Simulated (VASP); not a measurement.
# Cd3Cl2 (P1) in VASP: relaxation of cell and atoms with PBE

Aim: the relaxation of cell and atoms of Cd3Cl2 with PBE.

Program: VASP 6.6.1. These are calculated values, not measurements. Logs are shortened: lines on timing, memory, paths and dates and some standing lists are left out, and cuts for length are marked.

**1. The cell of the first run**

The typed cell holds 10 atoms: a = 7.599 Å, b = 7.538 Å, c = 7.608 Å, α = 61.30°, β = 58.96°, γ = 59.49°.

**2. Relaxation of cell and atoms, PBE**

INCAR reads:

```
SYSTEM = Cd3Cl2
ALGO     = Normal         ! electronic algorithm
EDIFF    = 1E-7           ! SCF threshold, eV
EDIFFG   = -0.025         ! ionic threshold
ENCUT    = 600            ! plane-wave cutoff, eV
GGA      = PE             ! functional
IBRION   = 2              ! ionic algorithm
ISIF     = 3              ! what is computed and relaxed
ISMEAR   = 0              ! smearing method
LASPH    = .True.         ! aspherical terms in the spheres
LCHARG   = .False.        ! write CHGCAR
LREAL    = .False.        ! projectors in reciprocal space
LWAVE    = .False.        ! write WAVECAR
NELM     = 100            ! most SCF steps
NSW      = 80             ! ionic steps
PREC     = Accurate       ! precision mode
SIGMA    = 0.1            ! smearing width, eV
```

KPOINTS reads:

```
k-points
0
Gamma
  2 2 2
  0 0 0
```

POSCAR reads:

```
Cd3Cl2
1.0
    0.0542822219      5.4065059824      5.3389346636
    5.2575462813     -0.0088977110      5.4021145965
    5.2725450019      5.4846846359     -0.0238964315
Cd Cl
6 4
Direct
    0.9311933289      0.5705809711      0.5454472035
    0.5463176989      0.9346308598      0.9581152527
    0.5445598314      0.5469964600      0.9654877709
    0.9538029215      0.9518159377      0.5371872886
    0.9536623181      0.5303788426      0.9497402058
    0.5305678309      0.9730772917      0.5655681088
    0.1355423539      0.6137631731      0.1143214159
    0.1268587831      0.1414780458      0.1336711022
    0.6299041812      0.1208609796      0.1300999864
    0.1475907521      0.1164174387      0.6003616653
```

Potentials or basis: VASP PAW PBE potentials, release 64 (Cd, Cl).

The run is started by

```sh
$ cat potpaw_PBE.64/Cd/POTCAR potpaw_PBE.64/Cl/POTCAR > POTCAR
$ mpirun -np 1 vasp_std > vasp.out
```

OUTCAR:

```text
SYSTEM = Cd3Cl2
   EDIFF = 1E-7
   EDIFFG = -0.025
   ENCUT = 600
   GGA = PE
   IBRION = 2
   ISIF = 3
   ISMEAR = 0
   LASPH = .True.
   LREAL = .False.
   NELM = 100
   NSW = 80
   PREC = Accurate

 ion  position               nearest neighbor table
   1  0.931  0.571  0.545-   7 2.74  10 2.87   4 2.93   6 3.01   5 3.03   3 3.03
   2  0.546  0.935  0.958-   8 2.63   9 2.76   3 2.90   6 2.92   5 3.05   4 3.11
   3  0.545  0.547  0.965-   7 2.55   9 2.68   2 2.90   5 2.99   1 3.03   6 3.19
   4  0.954  0.952  0.537-   8 2.59  10 2.66   1 2.93   6 3.03   2 3.11   5 3.22
   5  0.954  0.530  0.950-   8 2.52   7 2.70   3 2.99   1 3.03   2 3.05   4 3.22
   6  0.531  0.973  0.566-  10 2.45   9 2.74   2 2.92   1 3.01   4 3.03   3 3.19
   7  0.136  0.614  0.114-   3 2.55   5 2.70   1 2.74
   8  0.127  0.141  0.134-   5 2.52   4 2.59   2 2.63
   9  0.630  0.121  0.130-   3 2.68   6 2.74   2 2.76
  10  0.148  0.116  0.600-   6 2.45   4 2.66   1 2.87

  LATTYP: Found a triclinic cell.
 ALAT       =     7.4830699380
 B/A-ratio  =     1.3999751293
 C/A-ratio  =     1.0318600503
 COS(alpha) =     0.0040124512
 COS(beta)  =     0.5123975975
 COS(gamma) =     0.6947040990

  Lattice vectors:

 A1 = (  -5.2182627800,  -0.0781786535,   5.3628310951)
 A2 = ( -10.4758090613,  -0.0692809425,  -0.0392835014)
 A3 = (  -0.0149987206,  -5.4935823469,   5.4260110280)

Analysis of symmetry for initial positions (statically):
=====================================================================
 Subroutine PRICEL returns:
 Original cell was already a primitive cell.

 Routine SETGRP: Setting up the symmetry group for a
 triclinic supercell.

 Subroutine GETGRP returns: Found  1 space group operations
 (whereof  1 operations were pure point group operations)
 out of a pool of  2 trial point group operations.

The static configuration has the point symmetry C_1 .

Analysis of symmetry for dynamics (positions and initial velocities):
=====================================================================
 Subroutine PRICEL returns:
 Original cell was already a primitive cell.

 Routine SETGRP: Setting up the symmetry group for a
 triclinic supercell.

 Subroutine GETGRP returns: Found  1 space group operations
 (whereof  1 operations were pure point group operations)
 out of a pool of  2 trial point group operations.

The dynamic configuration has the point symmetry C_1 .

 Subroutine INISYM returns: Found  1 space group operations
 (whereof  1 operations are pure point group operations),
 and found     1 'primitive' translations

----------------------------------------------------------------------------------------

                                     Primitive cell

  volume of cell :     307.2678

  direct lattice vectors                    reciprocal lattice vectors
     0.054282222  5.406505982  5.338934664    -0.096426261  0.093106182  0.093999110
     5.257546281 -0.008897711  5.402114596     0.095719668 -0.091617387  0.091803723
     5.272545002  5.484684636 -0.023896431     0.095207086  0.090398213 -0.092510315

  length of vectors
     7.598518069  7.538216910  7.608026511     0.163715049  0.161195298  0.160606303

  position of ions in fractional coordinates (direct lattice)
     0.931193329  0.570580971  0.545447203
     0.546317699  0.934630860  0.958115253
     0.544559831  0.546996460  0.965487771
     0.953802921  0.951815938  0.537187289
     0.953662318  0.530378843  0.949740206
     0.530567831  0.973077292  0.565568109
     0.135542354  0.613763173  0.114321416
     0.126858783  0.141478046  0.133671102
     0.629904181  0.120860980  0.130099986
     0.147590752  0.116417439  0.600361665

  ion indices of the primitive-cell ions
   primitive index   ion index
                 1           1
                 2           2
                 3           3
                 4           4
                 5           5
                 6           6
                 7           7
                 8           8
                 9           9
                10          10

----------------------------------------------------------------------------------------

 KPOINTS: k-points

Automatic generation of k-mesh.
 Grid dimensions read from file:
 generate k-points for:    2    2    2

 Generating k-lattice:

  Cartesian coordinates                     Fractional coordinates (reciprocal lattice)
    -0.048213130  0.046553091  0.046999555     0.500000000  0.000000000  0.000000000
     0.047859834 -0.045808694  0.045901861     0.000000000  0.500000000 -0.000000000
     0.047603543  0.045199106 -0.046255158     0.000000000  0.000000000  0.500000000

  Length of vectors
     0.081857525  0.080597649  0.080303151

  Shift w.r.t. Gamma in fractional coordinates (k-lattice)
     0.000000000  0.000000000  0.000000000

 Subroutine IBZKPT returns following result:
 ===========================================

 Found      8 irreducible k-points:

 Following reciprocal coordinates:
            Coordinates               Weight
  0.000000  0.000000  0.000000      1.000000
  0.500000  0.000000  0.000000      1.000000
  0.000000  0.500000 -0.000000      1.000000
  0.500000  0.500000 -0.000000      1.000000
 -0.000000 -0.000000  0.500000      1.000000
  0.500000  0.000000  0.500000      1.000000
  0.000000  0.500000  0.500000      1.000000
  0.500000  0.500000  0.500000      1.000000
   k-points           NKPTS =      8   k-points in BZ     NKDIM =      8   number of bands    NBANDS=     60
   number of dos      NEDOS =    301   number of ions     NIONS =     10
   total plane-waves  NPLWV = 245760
   dimension x,y,z NGX =    64 NGY =   60 NGZ =   64
   dimension x,y,z NGXF=   128 NGYF=  120 NGZF=  128
   ions per type =               6   4
   NGX,Y,Z   is equivalent  to a cutoff of  14.00, 13.23, 13.98 a.u.
   NGXF,Y,Z  is equivalent  to a cutoff of  28.00, 26.46, 27.97 a.u.
 SYSTEM =  Cd3Cl2
   PREC   = accura    normal or accurate (medium, high low for compatibility)
   ISTART =      0    job   : 0-new  1-cont  2-samecut
   ICHARG =      2    charge: 1-file 2-atom 10-const
   ISPIN  =      1    spin polarized calculation?
   LNONCOLLINEAR =      F non collinear calculations
   LSORBIT =      F    spin-orbit coupling
   LASPH  =      T    aspherical Exc in radial PAW
   ENCUT  =  600.0 eV  44.10 Ry    6.64 a.u.  15.18 15.06 15.20*2*pi/ulx,y,z
   NELM   =    100;   NELMIN=  2; NELMDL= -5     # of ELM steps
   EDIFF  = 0.1E-06   stopping-criterion for ELM
   LREAL  =      F    real-space projection
   EDIFFG = -.3E-01   stopping-criterion for IOM
   NSW    =     80    number of steps for IOM
   IBRION =      2    ionic relax: 0-MD 1-quasi-New 2-CG
   NFREE  =      1    steps in history (QN), initial steepest desc. (CG)
   ISIF   =      3    stress and relaxation
   ISYM   =      2    0-nonsym 1-usesym 2-fastsym
   POTIM  = 0.5000    time-step for ionic-motion
   TEBEG  =    0.0;   TEEND  =   0.0 temperature during run
   PSTRESS=    0.0 pullay stress
   NELECT =     100.0000    total number of electrons
   NUPDOWN=      -1.0000    fix difference up-down
   EMIN   =  10.00;   EMAX   =-10.00  energy-range for DOS
   EFERMI =   0.00;   METHOD = LEGACY
   ISMEAR =     0;   SIGMA  =   0.10  broadening in eV -4-tet -1-fermi 0-gaus
   EFERMI_NEDOS =   21; number of points for ismear=-14 and -15
   IALGO  =     38    algorithm
   IMIX   =      4    mixing-type and parameters
     AMIX     =   0.40;   BMIX     =  1.00
     AMIX_MAG =   1.60;   BMIX_MAG =  1.00
  volume/ion in A,a.u.               =      30.73       207.35
  Fermi-wavevector in a.u.,A,eV,Ry     =   1.126080  2.127982 17.252945  1.268056
  Thomas-Fermi vector in A             =   2.262760
   LORBIT       =      0    0 simple, 1 ext, 2 COOP (PROOUT), +10 PAW based schemes
   GGA     = PE    functional components
   LHFCALC =     F    Hartree Fock is set to
   AEXX    =    0.0000 exact exchange contribution
   IVDW    =     0    specifies the selected vdW correction
   LEPSILON=     F    determine dielectric tensor
   LRPA    =     F    only Hartree local field effects (RPA)
 conjugate gradient relaxation of ions
 non-spin polarized calculation
 Gauss-broadening in eV      SIGMA  =   0.10
  energy-cutoff  :      600.00
  volume of cell :      307.27
 maximum number of plane-waves:     10266
 NGX is ok and might be reduce to    64
   NGX = 31   NGY = 31   NGZ = 31

--------------------------------------- Ionic step        1  -------------------------------------------

 number of electron     100.0000005 magnetization

 Free energy of the ion-electron system (eV)
  ---------------------------------------------------
  ext. energy  EPLUGINS =         0.00000000
  ---------------------------------------------------
  free energy    TOTEN  =       -16.55140711 eV

  energy without entropy =      -16.55140711  energy(sigma->0) =      -16.55140711

------------------------ aborting loop because EDIFF is reached ----------------------------------------

  FORCE on cell =-STRESS in cart. coord.  units (eV):
  Direction    XX          YY          ZZ          XY          YZ          ZX
  --------------------------------------------------------------------------------------
  -------------------------------------------------------------------------------------
  Total        3.3127321      4.0757701      3.5207435     -1.0116091      1.5468626     -0.1670698
  in kB       17.2734816     21.2521684     18.3581094     -5.2748038      8.0657603     -0.8711470
  external PRESSURE =      18.9612531 kB  Pullay stress =       0.0000000 kB
[... 113 lines left out ...]
  FREE ENERGIE OF THE ION-ELECTRON SYSTEM (eV)
  ---------------------------------------------------
  free  energy   TOTEN  =       -16.8155765264 eV

  energy  without entropy=      -16.8155765264  energy(sigma->0) =      -16.81557653

[... ionic steps 4 to 14 ...]

--------------------------------------- Ionic step       15  -------------------------------------------

 number of electron     100.0000004 magnetization

------------------------ aborting loop because EDIFF is reached ----------------------------------------

  FORCE on cell =-STRESS in cart. coord.  units (eV):
  Direction    XX          YY          ZZ          XY          YZ          ZX
  --------------------------------------------------------------------------------------
  -------------------------------------------------------------------------------------
  Total       -0.0273186     -0.1172679     -0.0185584     -0.0199502     -0.1168289     -0.0427962
  in kB       -0.1359172     -0.5834379     -0.0923326     -0.0992575     -0.5812533     -0.2129217
  external PRESSURE =      -0.2705625 kB  Pullay stress =       0.0000000 kB
[... 73 lines left out ...]
  energy  without entropy=      -16.9214807931  energy(sigma->0) =      -16.92148079

--------------------------------------- Ionic step       17  -------------------------------------------

 number of electron     100.0000004 magnetization

 Free energy of the ion-electron system (eV)
  ---------------------------------------------------
  ext. energy  EPLUGINS =         0.00000000
  ---------------------------------------------------
  free energy    TOTEN  =       -16.92166898 eV

  energy without entropy =      -16.92166898  energy(sigma->0) =      -16.92166898

 E-fermi :   0.3656     XC(G=0):  -7.9854

 val. band max:       -0.1575200912   @ k =   0.0000   0.5000  -0.0000
 cond. band min:       1.2631441033   @ k =   0.5000   0.0000   0.5000
 fundamental gap:      1.4206641945
 Fermi energy:         0.3655705928

 k-point     1 :       0.0000    0.0000    0.0000
  band No.  band energies     occupation
      1     -14.8502      2.00000
      2     -14.6071      2.00000
      3     -14.6057      2.00000
      4     -14.5783      2.00000
      5      -8.3192      2.00000
      6      -8.2287      2.00000
[... 530 lines left out ...]
  FREE ENERGIE OF THE ION-ELECTRON SYSTEM (eV)
  ---------------------------------------------------
  free  energy   TOTEN  =       -16.9216689823 eV

  energy  without entropy=      -16.9216689823  energy(sigma->0) =      -16.92166898

 reached required accuracy - stopping structural energy minimisation
```

It took 39 min on 1 thread of Intel Xeon 6975P-C (Granite Rapids), shared host; peak memory 0.66 GiB.

What came out:

```yaml
Free_energy: -16.9217 eV
Relaxed_volume: 32.15 Å³/atom
Relaxed_cell: a = 7.675 Å, b = 7.677 Å, c = 7.685 Å, α = 60.22°, β = 60.13°, γ = 60.20°
Space_group_after_relaxing_to_0.1_Å: F-43m (No. 216)
Energy_gained_by_relaxing: 37.0 meV/atom
Ionic_steps: 17
Pressure_after_relaxing: 0.0 GPa
Largest_force_after_relaxing: 0.021 eV/Å
Band_gap_on_the_k_mesh: 1.42 eV (least direct gap 1.49 eV)
```

Forces on the atoms (eV/Å):
```
Cd   0.004  0.013  0.003
Cd   0.007 -0.019 -0.001
Cd   0.001 -0.006  0.006
Cd   0.004  0.002  0.006
Cd   0.001  0.008 -0.004
Cd  -0.010  0.014 -0.009
Cl   0.004 -0.003 -0.008
Cl   0.005  0.004  0.013
Cl  -0.011 -0.004  0.007
Cl  -0.004 -0.009 -0.013
```

The path:
```tsv
step	energy change (eV)	largest force (eV/Å)	pressure (GPa)	volume (Å³)
1	0.0000	0.9884	1.90	307.27
2	-0.2474	0.4890	0.02	323.70
3	-0.2642	0.3503	-0.51	329.94
4	-0.3017	0.2323	-0.29	326.45
5	-0.3279	0.2482	0.19	320.37
6	-0.3415	0.1561	0.07	321.40
7	-0.3495	0.1166	-0.09	322.94
8	-0.3571	0.0864	-0.01	321.84
9	-0.3608	0.0771	0.11	320.28
10	-0.3640	0.0585	-0.04	322.13
11	-0.3641	0.0633	-0.08	322.53
12	-0.3659	0.0562	0.01	321.56
13	-0.3663	0.0572	0.08	320.76
14	-0.3676	0.0408	0.05	321.09
15	-0.3691	0.0456	-0.03	322.03
16	-0.3701	0.0261	0.00	321.74
17	-0.3703	0.0205	0.02	321.53
```

Final structure:
```yaml
crystal:
  lattice:
    - [-0.01187, 5.43052, 5.42369]
    - [5.42947, -0.01603, 5.42806]
    - [5.42968, 5.43869, -0.01694]
  atoms:
    - { symbol: Cd, position: [0.94173, 0.55577, 0.55146] }
    - { symbol: Cd, position: [0.55547, 0.94316, 0.94924] }
    - { symbol: Cd, position: [0.55452, 0.55278, 0.94587] }
    - { symbol: Cd, position: [0.94812, 0.94488, 0.55327] }
    - { symbol: Cd, position: [0.94948, 0.55261, 0.94287] }
    - { symbol: Cd, position: [0.55181, 0.95018, 0.55553] }
    - { symbol: Cl, position: [0.12871, 0.61705, 0.12681] }
    - { symbol: Cl, position: [0.12683, 0.12702, 0.12772] }
    - { symbol: Cl, position: [0.61567, 0.12740, 0.12996] }
    - { symbol: Cl, position: [0.12765, 0.12914, 0.61727] }
```

Levels at points of the mesh, in eV from the valence-band top:
```csv
k point,band 48,band 49,band 50,band 51,band 52,band 53
"(0.00, 0.00, 0.00)",-0.52,-0.51,-0.51,2.57,2.98,3.00
"(0.50, 0.00, 0.00)",-1.11,-0.01,0.00,2.07,2.49,2.50
"(0.00, 0.50, 0.00)",-1.11,-0.01,0.00,2.07,2.49,2.50
"(0.50, 0.50, 0.00)",-0.59,-0.07,-0.07,1.42,2.24,3.15
"(0.00, 0.00, 0.50)",-1.12,-0.01,0.00,2.06,2.49,2.50
"(0.50, 0.00, 0.50)",-0.59,-0.07,-0.07,1.42,2.24,3.14
"(0.00, 0.50, 0.50)",-0.59,-0.08,-0.07,1.42,2.25,3.15
"(0.50, 0.50, 0.50)",-1.10,0.00,0.00,2.08,2.49,2.50
```

Caveat: the k points lie up to 0.50 Å⁻¹ apart in the final cell.
